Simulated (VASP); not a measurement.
# Sb (Pm-3m) in VASP: further runs

Sb is run at these levels: PBE; tasks: single point.

Program: VASP 6.6.1. These are calculated values, not measurements. Logs are shortened: lines on timing, memory, paths and dates and some standing lists are left out, and cuts for length are marked.

## (1) The cell of the first run

It takes space group Pm-3m (No. 221, cubic). Conventional cell: a = 3.140 Å, b = 3.140 Å, c = 3.140 Å, α = 90.00°, β = 90.00°, γ = 90.00°. Sb (site symmetry m-3m) has 6 Sb at 3.14 Å within 4.1 Å.

This isn't the form of Sb at room conditions, which is rhombohedral.

## (2) Single point, PBE (30.97 Å³/atom)

Contents of INCAR:

```
SYSTEM = Sb
ALGO = Normal ; EDIFF = 1E-6
ENCUT = 520 ; GGA = PE
ISIF = 2 ; ISMEAR = 0
LASPH = .TRUE. ; LCHARG = .FALSE.
LREAL = .FALSE. ; LWAVE = .FALSE.
NBANDS = 8 ; NELM = 80
PREC = Accurate ; SIGMA = 0.1
```

Contents of KPOINTS:

```
k-points
0
G
  18 18 18
  0 0 0
```

Contents of POSCAR:

```
Sb
1.0
    3.1404230139      0.0000000000      0.0000000000
    0.0000000000      3.1404230139      0.0000000000
    0.0000000000      0.0000000000      3.1404230139
Sb
1
Direct
    0.5000000000      0.5000000000      0.5000000000
```

Potentials or basis: VASP PAW PBE potentials, release 64 (Sb).

On the command line:

```sh
$ cat potpaw_PBE.64/Sb/POTCAR > POTCAR
$ mpirun -np 1 vasp_std > vasp.out
```

OUTCAR:

```text
SYSTEM = Sb
   EDIFF = 1E-6
   ENCUT = 520
   GGA = PE
   ISIF = 2
   ISMEAR = 0
   LASPH = .TRUE.
   LREAL = .FALSE.
   NELM = 80
   PREC = Accurate

 ion  position               nearest neighbor table
   1  0.500  0.500  0.500-

  LATTYP: Found a simple cubic cell.
 ALAT       =     3.1404230139

  Lattice vectors:

 A1 = (   3.1404230139,   0.0000000000,   0.0000000000)
 A2 = (   0.0000000000,   3.1404230139,   0.0000000000)
 A3 = (   0.0000000000,   0.0000000000,   3.1404230139)

Analysis of symmetry for initial positions (statically):
=====================================================================
 Subroutine PRICEL returns:
 Original cell was already a primitive cell.

 Routine SETGRP: Setting up the symmetry group for a
 simple cubic supercell.

 Subroutine GETGRP returns: Found 48 space group operations
 (whereof 48 operations were pure point group operations)
 out of a pool of 48 trial point group operations.

The static configuration has the point symmetry O_h .

Analysis of symmetry for dynamics (positions and initial velocities):
=====================================================================
 Subroutine PRICEL returns:
 Original cell was already a primitive cell.

 Routine SETGRP: Setting up the symmetry group for a
 simple cubic supercell.

 Subroutine GETGRP returns: Found 48 space group operations
 (whereof 48 operations were pure point group operations)
 out of a pool of 48 trial point group operations.

The dynamic configuration has the point symmetry O_h .

 Subroutine INISYM returns: Found 48 space group operations
 (whereof 48 operations are pure point group operations),
 and found     1 'primitive' translations

----------------------------------------------------------------------------------------

                                     Primitive cell

  volume of cell :      30.9717

  direct lattice vectors                    reciprocal lattice vectors
     3.140423014  0.000000000  0.000000000     0.318428440  0.000000000  0.000000000
     0.000000000  3.140423014  0.000000000     0.000000000  0.318428440  0.000000000
     0.000000000  0.000000000  3.140423014     0.000000000  0.000000000  0.318428440

  length of vectors
     3.140423014  3.140423014  3.140423014     0.318428440  0.318428440  0.318428440

  position of ions in fractional coordinates (direct lattice)
     0.500000000  0.500000000  0.500000000

  ion indices of the primitive-cell ions
   primitive index   ion index
                 1           1

----------------------------------------------------------------------------------------

 KPOINTS: k-points

Automatic generation of k-mesh.
 Grid dimensions read from file:
 generate k-points for:   18   18   18

 Generating k-lattice:

  Cartesian coordinates                     Fractional coordinates (reciprocal lattice)
     0.017690469  0.000000000  0.000000000     0.055555556  0.000000000  0.000000000
     0.000000000  0.017690469  0.000000000     0.000000000  0.055555556  0.000000000
     0.000000000  0.000000000  0.017690469     0.000000000  0.000000000  0.055555556

  Length of vectors
     0.017690469  0.017690469  0.017690469

  Shift w.r.t. Gamma in fractional coordinates (k-lattice)
     0.000000000  0.000000000  0.000000000

 Subroutine IBZKPT returns following result:
 ===========================================

 Found    220 irreducible k-points:

 Following reciprocal coordinates:
            Coordinates               Weight
  0.000000  0.000000  0.000000      1.000000
  0.055556  0.000000  0.000000      6.000000
  0.111111  0.000000  0.000000      6.000000
  0.166667  0.000000  0.000000      6.000000
  0.222222  0.000000  0.000000      6.000000
  0.277778  0.000000  0.000000      6.000000
[... 16 lines left out ...]
  0.277778  0.111111  0.000000     24.000000
  0.333333  0.111111  0.000000     24.000000
 [... further k-points ...]
   k-points           NKPTS =    220   k-points in BZ     NKDIM =    220   number of bands    NBANDS=      8
   number of dos      NEDOS =    301   number of ions     NIONS =      1
   total plane-waves  NPLWV =  13824
   dimension x,y,z NGX =    24 NGY =   24 NGZ =   24
   dimension x,y,z NGXF=    48 NGYF=   48 NGZF=   48
   ions per type =               1
   NGX,Y,Z   is equivalent  to a cutoff of  12.70, 12.70, 12.70 a.u.
   NGXF,Y,Z  is equivalent  to a cutoff of  25.41, 25.41, 25.41 a.u.
 SYSTEM =  Sb
   PREC   = accura    normal or accurate (medium, high low for compatibility)
   ISTART =      0    job   : 0-new  1-cont  2-samecut
   ICHARG =      2    charge: 1-file 2-atom 10-const
   ISPIN  =      1    spin polarized calculation?
   LNONCOLLINEAR =      F non collinear calculations
   LSORBIT =      F    spin-orbit coupling
   LASPH  =      T    aspherical Exc in radial PAW
   ENCUT  =  520.0 eV  38.22 Ry    6.18 a.u.   5.84  5.84  5.84*2*pi/ulx,y,z
   NELM   =     80;   NELMIN=  2; NELMDL= -5     # of ELM steps
   EDIFF  = 0.1E-05   stopping-criterion for ELM
   LREAL  =      F    real-space projection
   EDIFFG = 0.1E-04   stopping-criterion for IOM
   NSW    =      0    number of steps for IOM
   IBRION =     -1    ionic relax: 0-MD 1-quasi-New 2-CG
   NFREE  =      0    steps in history (QN), initial steepest desc. (CG)
   ISIF   =      2    stress and relaxation
   ISYM   =      2    0-nonsym 1-usesym 2-fastsym
   POTIM  = 0.5000    time-step for ionic-motion
   TEBEG  =    0.0;   TEEND  =   0.0 temperature during run
   PSTRESS=    0.0 pullay stress
   NELECT =       5.0000    total number of electrons
   NUPDOWN=      -1.0000    fix difference up-down
   EMIN   =  10.00;   EMAX   =-10.00  energy-range for DOS
   EFERMI =   0.00;   METHOD = LEGACY
   ISMEAR =     0;   SIGMA  =   0.10  broadening in eV -4-tet -1-fermi 0-gaus
   EFERMI_NEDOS =   21; number of points for ismear=-14 and -15
   IALGO  =     38    algorithm
   IMIX   =      4    mixing-type and parameters
     AMIX     =   0.40;   BMIX     =  1.00
     AMIX_MAG =   1.60;   BMIX_MAG =  1.00
  volume/ion in A,a.u.               =      30.97       209.01
  Fermi-wavevector in a.u.,A,eV,Ry     =   0.891408  1.684517 10.811309  0.794609
  Thomas-Fermi vector in A             =   2.013225
   LORBIT       =      0    0 simple, 1 ext, 2 COOP (PROOUT), +10 PAW based schemes
   GGA     = PE    functional components
   LHFCALC =     F    Hartree Fock is set to
   AEXX    =    0.0000 exact exchange contribution
   IVDW    =     0    specifies the selected vdW correction
   LEPSILON=     F    determine dielectric tensor
   LRPA    =     F    only Hartree local field effects (RPA)
 non-spin polarized calculation
 Gauss-broadening in eV      SIGMA  =   0.10
  energy-cutoff  :      520.00
  volume of cell :       30.97
 maximum number of plane-waves:       860
 NGX is ok and might be reduce to    24
   NGX = 11   NGY = 11   NGZ = 11

 number of electron       5.0000000 magnetization

 Free energy of the ion-electron system (eV)
  ---------------------------------------------------
  ext. energy  EPLUGINS =         0.00000000
  ---------------------------------------------------
  free energy    TOTEN  =        -4.08927424 eV

  energy without entropy =       -4.08684172  energy(sigma->0) =       -4.08805798

 E-fermi :   6.6977     XC(G=0):  -9.4644

 val. band max:        6.6547099977   @ k =   0.2778   0.2778   0.2778
 cond. band min:       6.7165934577   @ k =   0.1667   0.0000   0.0000
 fundamental gap:      0.0618834600
 Fermi energy:         6.6977175127

 k-point     1 :       0.0000    0.0000    0.0000
  band No.  band energies     occupation
      1      -5.4330      2.00000
      2       9.8421      0.00000
      3       9.8421      0.00000
      4       9.8421      0.00000
      5      13.5548      0.00000
      6      13.5548      0.00000
      7      14.7072      0.00000
      8      24.0924      0.00000

 k-point     2 :       0.0556    0.0000    0.0000
  band No.  band energies     occupation
      1      -5.3900      2.00000
      2       9.2541      0.00000
      3       9.8842      0.00000
      4       9.8842      0.00000
      5      13.5897      0.00000
      6      13.9429      0.00000
      7      15.0061      0.00000
      8      23.6317      0.00000

 k-point     3 :       0.1111    0.0000    0.0000
  band No.  band energies     occupation
      1      -5.2616      2.00000
      2       8.0484      0.00000
      3      10.0085      0.00000
      4      10.0085      0.00000
      5      13.6939      0.00000
      6      14.3292      0.00000
      7      16.1184      0.00000
      8      22.7574      0.00000

 k-point     4 :       0.1667    0.0000    0.0000
  band No.  band energies     occupation
      1      -5.0506      2.00000
      2       6.7166      0.78951
      3      10.2089      0.00000
      4      10.2089      0.00000
      5      13.8661      0.00000
      6      14.5903      0.00000
      7      17.6598      0.00000
      8      21.8066      0.00000

 k-point     5 :       0.2222    0.0000    0.0000
  band No.  band energies     occupation
      1      -4.7624      2.00000
      2       5.4112      2.00000
      3      10.4743      0.00000
      4      10.4743      0.00000
      5      14.1036      0.00000
      6      14.8834      0.00000
      7      19.2607      0.00000
      8      20.8675      0.00000
[... 177 lines left out ...]
 k-point    22 :       0.2222    0.1111    0.0000
  band No.  band energies     occupation
      1      -4.5907      2.00000
      2       5.5750      2.00000
      3       8.6984      0.00000
      4      10.6416      0.00000
      5      14.5787      0.00000
      6      16.4135      0.00000
      7      18.4943      0.00000
      8      19.8209      0.00000

 k-point    23 :       0.2778    0.1111    0.0000
  band No.  band energies     occupation
      1      -4.2358      2.00000
      2       4.3582      2.00000
      3       9.0240      0.00000
      4      10.9542      0.00000
      5      14.8932      0.00000
      6      16.4545      0.00000
      7      18.0168      0.00000
      8      20.1117      0.00000

 k-point    24 :       0.3333    0.1111    0.0000
  band No.  band energies     occupation
      1      -3.8356      2.00000
      2       3.2721      2.00000
      3       9.3792      0.00000
      4      11.2849      0.00000
      5      15.2492      0.00000
      6      16.1428      0.00000
      7      17.8513      0.00000
      8      19.3319      0.00000

 [... further k-points ...]

------------------------ aborting loop because EDIFF is reached ----------------------------------------

  FORCE on cell =-STRESS in cart. coord.  units (eV):
  Direction    XX          YY          ZZ          XY          YZ          ZX
  --------------------------------------------------------------------------------------
  -------------------------------------------------------------------------------------
  Total       -0.3012792     -0.3012792     -0.3012792      0.0000000      0.0000000      0.0000000
  in kB      -15.5853033    -15.5853033    -15.5853033      0.0000000      0.0000000      0.0000000
  external PRESSURE =     -15.5853033 kB  Pullay stress =       0.0000000 kB

 VOLUME and BASIS-vectors are now :
 -----------------------------------------------------------------------------
  energy-cutoff  :      520.00
  volume of cell :       30.97
      direct lattice vectors                 reciprocal lattice vectors
     3.140423014  0.000000000  0.000000000     0.318428440  0.000000000  0.000000000
     0.000000000  3.140423014  0.000000000     0.000000000  0.318428440  0.000000000
     0.000000000  0.000000000  3.140423014     0.000000000  0.000000000  0.318428440

 POSITION                                       TOTAL-FORCE (eV/Angst)
 -----------------------------------------------------------------------------------
      1.57021      1.57021      1.57021         0.000000      0.000000      0.000000
 -----------------------------------------------------------------------------------
    total drift:                               -0.000000     -0.000000     -0.000000

  FREE ENERGIE OF THE ION-ELECTRON SYSTEM (eV)
  ---------------------------------------------------
  free  energy   TOTEN  =        -4.0892742434 eV

  energy  without entropy=       -4.0868417167  energy(sigma->0) =       -4.08805798
```

It took 48 s on 1 thread of AMD EPYC 7R13, shared host; peak memory 0.15 GiB.

Results:

```yaml
Free_energy: -4.0893 eV
Pressure: -1.6 GPa
Band_gap_on_the_k_mesh: zero (an odd number of electrons rules out a gap without spin polarisation)
```

Levels at points of the mesh, in eV from the Fermi level:
```csv
k point,band 1,band 2,band 3,band 4,band 5,band 6,band 7,band 8
"(0.00, 0.00, 0.00)",-12.13,3.14,3.14,3.14,6.86,6.86,8.01,17.39
"(0.50, 0.00, 0.00)",-9.85,-5.35,5.03,5.03,8.87,10.47,11.23,11.30
"(0.50, 0.50, 0.00)",-7.44,-3.40,-3.40,2.29,6.93,12.51,13.12,13.12
"(0.50, 0.50, 0.50)",-4.77,-1.57,-1.57,-1.57,4.86,4.86,4.86,7.01
```

Caveat: spin-orbit coupling is left out, which moves the levels of the heavy elements.

(Part 1 of 2 ends here.)
